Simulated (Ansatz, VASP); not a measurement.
## One calculation of Cs3Ag, two programs

```xyz
8
Lattice="11.0911 0.0000 0.0000 -5.5456 9.6052 0.0000 0.0000 0.0000 5.8012" Properties=species:S:1:pos:R:3 pbc="T T T"
Cs    3.5900    0.0000    1.4503
Cs   -1.7950    3.1091    1.4503
Cs    3.7505    6.4961    1.4503
Cs    7.5011    0.0000    4.3509
Cs    1.7950    3.1091    4.3509
Cs   -3.7505    6.4961    4.3509
Ag    0.0000    0.0000    1.4503
Ag    0.0000    0.0000    4.3509
```

Alike in both runs: functional PBE; k mesh 3 × 3 × 4; occupations gaussian, width 0.1 eV; no spin polarisation.

Ansatz relaxed the structure, and its values are those at the end. VASP's run is a single point on that final structure, the one shown.

|  | VASP | Ansatz |
| --- | --- | --- |
| version | VASP 6.6.1 | Ansatz 0.2.0 |
| potentials or method | VASP PAW PBE potentials, release 64 (Cs_sv, Ag), cutoff 520 eV | scalar-relativistic, plane waves, PAW |
| valence electrons in the cell | 76 | 92 |

```tsv
	VASP	Ansatz	Ansatz less VASP
gap on the k mesh at the Fermi level (eV)	none	none	-
pressure (GPa)	0.2	0.2	0.00
rms of the force components (eV/Å)	0.002	0.005	+0.0030
```

A gap of «none» marks a metal or a gap that the smearing closes. VASP's potentials hold 76 valence electrons a cell and Ansatz's 92, so a difference there can come from the potentials and not from the codes.

Spin-orbit coupling is off throughout.
